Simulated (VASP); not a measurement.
# SnTe (NiAs type) (P6_3/mmc) in VASP: relaxation of cell and atoms with PBE

Aim: the relaxation of cell and atoms of SnTe (NiAs type) with PBE.

All numbers are computed with VASP 6.6.1; they aren't measurements. Logs are shortened: lines on timing, memory, paths and dates and some standing lists are left out, and cuts for length are marked.

## Step 1: The cell of the first run

Symmetry: P6_3/mmc, No. 194, hexagonal system. The conventional cell has a = 4.611 Å, b = 4.611 Å, c = 7.147 Å, α = 90.00°, β = 90.00°, γ = 120.00°. Within 4.2 Å of Sn (site symmetry -3m) lie 6 Te at 3.21 Å and 2 Sn at 3.57 Å. Te (site symmetry -6m2) has 6 Sn at 3.21 Å within 4.2 Å.

## Step 2: Relaxation of cell and atoms, PBE, target pressure 0.015 GPa, at which the enthalpy is minimised

File INCAR:

```
SYSTEM = SnTe
PREC = Accurate ; ENCUT = 600
EDIFF = 1E-6 ; ISMEAR = -1
SIGMA = 0.05 ; LREAL = .False.
LASPH = .True. ; NELM = 100
ALGO = Normal ; ISIF = 3
LWAVE = .False. ; LCHARG = .False.
GGA = PE ; IBRION = 2
NSW = 60 ; EDIFFG = -0.005
PSTRESS = 0.15
```

File KPOINTS:

```
Automatic mesh
0
Gamma
  9 9 5
  0 0 0
```

File POSCAR:

```
SnTe
1.0
    4.6111109072      0.0000000000      0.0000000000
   -2.3055554536      3.9933391853      0.0000000000
    0.0000000000      0.0000000000      7.1472219062
Sn Te
2 2
Direct
    0.0000000000      0.0000000000      0.0000000000
    0.0000000000      0.0000000000      0.5000000000
    0.3333333333      0.6666666667      0.2500000000
    0.6666666667      0.3333333333      0.7500000000
```

Potentials or basis: VASP PAW PBE potentials, release 64 (Sn_d, Te).

On the command line:

```console
cat potpaw_PBE.64/Sn_d/POTCAR potpaw_PBE.64/Te/POTCAR > POTCAR
mpirun -np 1 vasp_std > vasp.out
```

OUTCAR:

```text
SYSTEM = SnTe
   PREC = Accurate
   ENCUT = 600
   EDIFF = 1E-6
   ISMEAR = -1
   LREAL = .False.
   LASPH = .True.
   NELM = 100
   ISIF = 3
   GGA = PE
   IBRION = 2
   NSW = 60
   EDIFFG = -0.005
   PSTRESS = 0.15

 ion  position               nearest neighbor table
   1  0.000  0.000  0.000-   3 3.21   4 3.21   3 3.21   4 3.21   4 3.21   3 3.21   2 3.57   2 3.57

   2  0.000  0.000  0.500-   3 3.21   4 3.21   3 3.21   4 3.21   4 3.21   3 3.21   1 3.57   1 3.57

   3  0.333  0.667  0.250-   1 3.21   2 3.21   1 3.21   2 3.21   1 3.21   2 3.21
   4  0.667  0.333  0.750-   1 3.21   2 3.21   1 3.21   2 3.21   1 3.21   2 3.21

  LATTYP: Found a hexagonal cell.
 ALAT       =     4.6111109072
 C/A-ratio  =     1.5500000000

  Lattice vectors:

 A1 = (   4.6111109072,   0.0000000000,   0.0000000000)
 A2 = (  -2.3055554536,   3.9933391853,   0.0000000000)
 A3 = (   0.0000000000,   0.0000000000,   7.1472219062)

Analysis of symmetry for initial positions (statically):
=====================================================================
 Subroutine PRICEL returns:
 Original cell was already a primitive cell.

 Routine SETGRP: Setting up the symmetry group for a
 hexagonal supercell.

 Subroutine GETGRP returns: Found 24 space group operations
 (whereof 12 operations were pure point group operations)
 out of a pool of 24 trial point group operations.

The static configuration has the point symmetry D_3d.
 The point group associated with its full space group is D_6h.

Analysis of symmetry for dynamics (positions and initial velocities):
=====================================================================
 Subroutine PRICEL returns:
 Original cell was already a primitive cell.

 Routine SETGRP: Setting up the symmetry group for a
 hexagonal supercell.

 Subroutine GETGRP returns: Found 24 space group operations
 (whereof 12 operations were pure point group operations)
 out of a pool of 24 trial point group operations.

The dynamic configuration has the point symmetry D_3d.
 The point group associated with its full space group is D_6h.

 Subroutine INISYM returns: Found 24 space group operations
 (whereof 12 operations are pure point group operations),
 and found     1 'primitive' translations

----------------------------------------------------------------------------------------

                                     Primitive cell

  volume of cell :     131.6070

  direct lattice vectors                    reciprocal lattice vectors
     4.611110907  0.000000000  0.000000000     0.216867479  0.125208498  0.000000000
    -2.305555454  3.993339185  0.000000000     0.000000000  0.250416995  0.000000000
     0.000000000  0.000000000  7.147221906     0.000000000  0.000000000  0.139914503

  length of vectors
     4.611110907  4.611110907  7.147221906     0.250416995  0.250416995  0.139914503

  position of ions in fractional coordinates (direct lattice)
     0.000000000  0.000000000  0.000000000
     0.000000000  0.000000000  0.500000000
     0.333333333  0.666666667  0.250000000
     0.666666667  0.333333333  0.750000000

  ion indices of the primitive-cell ions
   primitive index   ion index
                 1           1
                 2           2
                 3           3
                 4           4

----------------------------------------------------------------------------------------

 KPOINTS: Automatic mesh

Automatic generation of k-mesh.
 Grid dimensions read from file:
 generate k-points for:    9    9    5

 Generating k-lattice:

  Cartesian coordinates                     Fractional coordinates (reciprocal lattice)
     0.024096387  0.013912055  0.000000000     0.111111111 -0.000000000  0.000000000
     0.000000000  0.027824111  0.000000000     0.000000000  0.111111111  0.000000000
     0.000000000  0.000000000  0.027982901     0.000000000  0.000000000  0.200000000

  Length of vectors
     0.027824111  0.027824111  0.027982901

  Shift w.r.t. Gamma in fractional coordinates (k-lattice)
     0.000000000  0.000000000  0.000000000

 Subroutine IBZKPT returns following result:
 ===========================================

 Found     36 irreducible k-points:

 Following reciprocal coordinates:
            Coordinates               Weight
  0.000000  0.000000  0.000000      1.000000
  0.111111  0.000000  0.000000      6.000000
  0.222222  0.000000  0.000000      6.000000
  0.333333  0.000000  0.000000      6.000000
  0.444444  0.000000  0.000000      6.000000
  0.111111  0.111111  0.000000      6.000000
[... 16 lines left out ...]
  0.333333  0.222222  0.200000     24.000000
  0.333333  0.333333  0.200000      4.000000
 [... further k-points ...]
   k-points           NKPTS =     36   k-points in BZ     NKDIM =     36   number of bands    NBANDS=     24
   number of dos      NEDOS =    301   number of ions     NIONS =      4
   total plane-waves  NPLWV =  96000
   dimension x,y,z NGX =    40 NGY =   40 NGZ =   60
   dimension x,y,z NGXF=    80 NGYF=   80 NGZF=  120
   ions per type =               2   2
   NGX,Y,Z   is equivalent  to a cutoff of  14.42, 14.42, 13.96 a.u.
   NGXF,Y,Z  is equivalent  to a cutoff of  28.84, 28.84, 27.91 a.u.
 SYSTEM =  SnTe
   PREC   = accura    normal or accurate (medium, high low for compatibility)
   ISTART =      0    job   : 0-new  1-cont  2-samecut
   ICHARG =      2    charge: 1-file 2-atom 10-const
   ISPIN  =      1    spin polarized calculation?
   LNONCOLLINEAR =      F non collinear calculations
   LSORBIT =      F    spin-orbit coupling
   LASPH  =      T    aspherical Exc in radial PAW
   ENCUT  =  600.0 eV  44.10 Ry    6.64 a.u.   9.21  9.21 14.27*2*pi/ulx,y,z
   NELM   =    100;   NELMIN=  2; NELMDL= -5     # of ELM steps
   EDIFF  = 0.1E-05   stopping-criterion for ELM
   LREAL  =      F    real-space projection
   EDIFFG = -.5E-02   stopping-criterion for IOM
   NSW    =     60    number of steps for IOM
   IBRION =      2    ionic relax: 0-MD 1-quasi-New 2-CG
   NFREE  =      1    steps in history (QN), initial steepest desc. (CG)
   ISIF   =      3    stress and relaxation
   ISYM   =      2    0-nonsym 1-usesym 2-fastsym
   POTIM  = 0.5000    time-step for ionic-motion
   TEBEG  =    0.0;   TEEND  =   0.0 temperature during run
   PSTRESS=    0.1 pullay stress
   NELECT =      40.0000    total number of electrons
   NUPDOWN=      -1.0000    fix difference up-down
   EMIN   =  10.00;   EMAX   =-10.00  energy-range for DOS
   EFERMI =   0.00;   METHOD = LEGACY
   ISMEAR =    -1;   SIGMA  =   0.05  broadening in eV -4-tet -1-fermi 0-gaus
   EFERMI_NEDOS =   21; number of points for ismear=-14 and -15
   IALGO  =     38    algorithm
   IMIX   =      4    mixing-type and parameters
     AMIX     =   0.40;   BMIX     =  1.00
     AMIX_MAG =   1.60;   BMIX_MAG =  1.00
  volume/ion in A,a.u.               =      32.90       222.03
  Fermi-wavevector in a.u.,A,eV,Ry     =   1.100699  2.080019 16.483972  1.211538
  Thomas-Fermi vector in A             =   2.237114
   LORBIT       =      0    0 simple, 1 ext, 2 COOP (PROOUT), +10 PAW based schemes
   GGA     = PE    functional components
   LHFCALC =     F    Hartree Fock is set to
   AEXX    =    0.0000 exact exchange contribution
   IVDW    =     0    specifies the selected vdW correction
   LEPSILON=     F    determine dielectric tensor
   LRPA    =     F    only Hartree local field effects (RPA)
 conjugate gradient relaxation of ions
 non-spin polarized calculation
  energy-cutoff  :      600.00
  volume of cell :      131.61
 maximum number of plane-waves:      4420
 NGX is ok and might be reduce to    40
   NGX = 19   NGY = 19   NGZ = 29

--------------------------------------- Ionic step        1  -------------------------------------------

 number of electron      39.9999999 magnetization

 Free energy of the ion-electron system (eV)
  ---------------------------------------------------
  ext. energy  EPLUGINS =         0.00000000
  ---------------------------------------------------
  free energy    TOTEN  =       -14.80010252 eV

  energy without entropy =      -14.79554104  energy(sigma->0) =      -14.79782178

------------------------ aborting loop because EDIFF is reached ----------------------------------------

  FORCE on cell =-STRESS in cart. coord.  units (eV):
  Direction    XX          YY          ZZ          XY          YZ          ZX
  --------------------------------------------------------------------------------------
  -------------------------------------------------------------------------------------
  Total        0.3076305      0.3076305      2.5551738      0.0000000     -0.0000000      0.0000000
  in kB        3.7450785      3.7450785     31.1065600      0.0000000     -0.0000000      0.0000000
  external PRESSURE =      12.7155723 kB  Pullay stress =       0.1500000 kB
[... 103 lines left out ...]
  energy  without entropy=      -14.8515657968  energy(sigma->0) =      -14.85417877

  enthalpy is  TOTEN    =       -14.8437383649 eV   P V=        0.0130533719

[... ionic steps 4 to 8 ...]

--------------------------------------- Ionic step        9  -------------------------------------------

 number of electron      39.9999991 magnetization

------------------------ aborting loop because EDIFF is reached ----------------------------------------
[... 75 lines left out ...]
--------------------------------------- Ionic step       11  -------------------------------------------

 number of electron      39.9999992 magnetization

 Free energy of the ion-electron system (eV)
  ---------------------------------------------------
  ext. energy  EPLUGINS =         0.00000000
  ---------------------------------------------------
  free energy    TOTEN  =       -14.92821999 eV

  energy without entropy =      -14.92143217  energy(sigma->0) =      -14.92482608

 E-fermi :   6.2051     XC(G=0):  -9.1825

 val. band max:        6.1287846231   @ k =   0.4444   0.0000   0.0000
 cond. band min:       6.2545808728   @ k =   0.3333   0.3333   0.4000
 fundamental gap:      0.1257962497
 Fermi energy:         6.2051119366

 k-point     1 :       0.0000    0.0000    0.0000
  band No.  band energies     occupation
      1     -15.7519      2.00000
      2     -15.7471      2.00000
      3     -15.7471      2.00000
      4     -15.7436      2.00000
      5     -15.7436      2.00000
      6     -15.7382      2.00000
[... 637 lines left out ...]
     23       8.6346      0.00000
     24       9.7748      0.00000

 [... further k-points ...]

------------------------ aborting loop because EDIFF is reached ----------------------------------------

  FORCE on cell =-STRESS in cart. coord.  units (eV):
  Direction    XX          YY          ZZ          XY          YZ          ZX
  --------------------------------------------------------------------------------------
  -------------------------------------------------------------------------------------
  Total        0.0062442      0.0062442     -0.0034987      0.0000000      0.0000000      0.0000000
  in kB        0.0747105      0.0747105     -0.0418605      0.0000000      0.0000000      0.0000000
  external PRESSURE =      -0.1141465 kB  Pullay stress =       0.1500000 kB
[... 23 lines left out ...]
  energy  without entropy=      -14.9214321745  energy(sigma->0) =      -14.92482608

  enthalpy is  TOTEN    =       -14.9156831628 eV   P V=        0.0125368236

 reached required accuracy - stopping structural energy minimisation
```

Run time: 8.7 min. Hardware: 1 thread of Intel Xeon 6975P-C (Granite Rapids), shared host; peak memory 0.39 GiB.

What came out:

| Item | Value |
| --- | --- |
| Free energy | -14.9282 eV |
| Relaxed volume | 33.48 Å³/atom |
| Relaxed cell | a = 4.435 Å, b = 4.435 Å, c = 7.861 Å, α = 90.00°, β = 90.00°, γ = 120.00° |
| Space group after relaxing (to 0.1 Å) | P6_3/mmc (No. 194) |
| Energy change on relaxing (the run minimises the enthalpy) | -32.0 meV/atom |
| Ionic steps | 11 |
| Pressure after relaxing | 0.0 GPa |
| Band gap on the k mesh | zero (bands 20 and 21 overlap by 0.53 eV) |

Step by step:
| step | energy change (eV) | largest force (eV/Å) | pressure (GPa) | volume (Å³) |
| --- | --- | --- | --- | --- |
| 1 | 0.0000 | 0.0000 | 1.29 | 131.61 |
| 2 | -0.0513 | 0.0000 | -0.27 | 136.61 |
| 3 | -0.0567 | 0.0000 | -1.01 | 139.43 |
| 4 | -0.0993 | 0.0000 | -0.89 | 138.35 |
| 5 | -0.1194 | 0.0000 | -0.80 | 137.18 |
| 6 | -0.1209 | 0.0000 | -0.79 | 136.78 |
| 7 | -0.1250 | 0.0000 | 0.54 | 132.27 |
| 8 | -0.1281 | 0.0000 | 0.01 | 133.98 |
| 9 | -0.1281 | 0.0000 | -0.01 | 134.03 |
| 10 | -0.1281 | 0.0000 | -0.01 | 133.99 |
| 11 | -0.1281 | 0.0000 | 0.00 | 133.91 |

Final structure:
```
Sn Te
1.0
     4.43508    0.00000    0.00000
    -2.21754    3.84090    0.00000
     0.00000    0.00000    7.86090
Sn Te
2 2
Direct
  0.00000 0.00000 0.00000
  0.00000 0.00000 0.50000
  0.33333 0.66667 0.25000
  0.66667 0.33333 0.75000
```

Caveat: the cell is relaxed towards a set pressure, so the run minimises the enthalpy, not the energy; semilocal functionals underestimate gaps, and a narrow one can read as zero; spin-orbit coupling is left out, which moves the levels of the heavy elements.

The gap in the log of VASP goes by the Fermi energy; the results here count the filled bands.